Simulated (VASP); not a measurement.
Wanted: the native input for a VASP 6.6.1 run.

```
Task                   : single point
Functional             : BLYP
Potentials or basis    : VASP PAW PBE potentials, release 64 (Co)
Cutoff                 : 520 eV
k mesh                 : 15 × 15 × 15
Occupations            : fermi-dirac, width 0.1 eV
Spin                   : no spin polarisation
Dipole correction      : no
Further INCAR settings : ALGO = Normal; EDIFF = 1e-06; NBANDS = 10
```

The structure of Co lies in POSCAR:

```
Co
1.0
    2.3510336359      0.0000000000      0.0000000000
    0.0000000000      2.3510336359      0.0000000000
    0.0000000000      0.0000000000      2.3510336359
Co
1
Direct
    0.0000000000      0.0000000000      0.0000000000
```

This cell differs from its parent crystal: volume scaled by 1.04.

The input as run:

INCAR

```
AGGAC = 1.0
AGGAX = 1.0
ALDAC = 0.0
ALDAX = 1.0
ALGO = Normal
EDIFF = 1E-6
ENCUT = 520
GGA = B5
ISIF = 2
ISMEAR = -1
LASPH = True
LCHARG = True
LELF = True
LREAL = False
LVHAR = True
LWAVE = False
NBANDS = 10
NELM = 100
PREC = Accurate
SIGMA = 0.1
```

KPOINTS

```
k-points
0
Gamma
  15 15 15
```

Potentials or basis: VASP PAW PBE potentials, release 64 (Co).

The run is started by

```console
$ cat potpaw_PBE.64/Co/POTCAR > POTCAR
$ mpirun -np 1 vasp_std > vasp.out
```

Results of the run:

```json
{"Pressure": "-5.8 GPa"}
```

Caveat: the PAW data sets were made with another functional, which shifts forces and pressure a little; the run has no spin polarisation, though such a crystal can be magnetic.

Wall time 14 s on 1 thread of Intel(R) Xeon(R) Platinum 8559C (Emerald Rapids) (shared host), peak memory 0.13 GiB.
